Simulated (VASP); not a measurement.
Runs of VASP 6.6.1 on Ca. The structure is that of space group Fd-3m (No. 227), or close to it. The cells are those of the table. This isn't the form of Ca at room conditions, which is fcc.

```tsv
task	cell	k mesh	cutoff (eV)	gap on the mesh (eV)	pressure (GPa)
single point	a = 5.947 Å, angles 60.0°, 2 atoms	8 × 8 × 8	520	none	0.0
single point	a = 6.175 Å, angles 60.0°, 2 atoms	8 × 8 × 8	520	none	(b)
single point	a = 5.866 Å, angles 60.0°, 2 atoms	8 × 8 × 8	520	none	0.2
single point	a = 5.784 Å, angles 60.0°, 2 atoms	8 × 8 × 8	520	none	(a)
single point	a = 6.101 Å, angles 60.0°, 2 atoms	8 × 8 × 8	520	none	-0.3
single point	a = 5.698 Å, angles 60.0°, 2 atoms	8 × 8 × 8	520	none	0.7
relaxation of cell and atoms	relaxed from a = 5.503 Å, angles 60.0°, 2 atoms	7 × 7 × 7	600	none	0.0
single point	a = 5.947 Å, angles 60.0°, 2 atoms	7 × 7 × 7	520	none	0.0
```

Alike in all rows: level PBEsol; potentials or basis VASP PAW PBE potentials, release 64 (Ca_sv); no spin polarisation; smearing fermi-dirac 0.1 eV.

Problem. Fill in the values left out.

Solution. (a) 0.4; (b) -0.4.

Caveats: the PAW data sets were made with another functional, which shifts forces and pressure a little.

A gap of «none» marks levels without a gap at the run's occupations.
